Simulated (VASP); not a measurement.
AlN, 2 atoms in the cell. The structure is orthorhombic, space group Imm2 (No. 44). Conventional cell: a = 2.942 Å, b = 3.313 Å, c = 4.299 Å, α = 90.00°, β = 90.00°, γ = 90.00°. Within 2.5 Å of Al (site symmetry mm2) lie 4 N at 1.86 to 1.94 Å. N (site symmetry mm2) has 4 Al at 1.86 to 1.94 Å within 2.5 Å.  This cell differs from its parent crystal: strained and its atoms moved.

| Property | Result |
| --- | --- |
| Program | VASP 6.6.1 |
| Task | single point |
| Functional | PBEsol |
| Potentials or basis | VASP PAW PBE potentials, release 64 (Al, N) |
| Cutoff | 520 eV |
| k mesh | 10 × 10 × 10 |
| Occupations | gaussian, width 0.02 eV |
| Spin | no spin polarisation |
| Dipole correction | no |
| Further INCAR settings | ALGO = Normal; EDIFF = 1e-06; NBANDS = 11 |

Potentials or basis: VASP PAW PBE potentials, release 64 (Al, N).

Run with:

```bash
$ cat potpaw_PBE.64/Al/POTCAR potpaw_PBE.64/N/POTCAR > POTCAR
$ mpirun -np 1 vasp_std > vasp.out
```

Hardware: 1 thread of Intel(R) Xeon(R) Platinum 8259CL CPU @ 2.50GHz (Skylake/Cascade Lake), with other jobs on the host.

Problem. Estimate the wall time of this run.

Solution. Run time: 19 s on 1 thread of Intel(R) Xeon(R) Platinum 8259CL CPU @ 2.50GHz (Skylake/Cascade Lake), on a shared host, peak memory 0.16 GiB. Counts: scf iterations 12, k points 171.
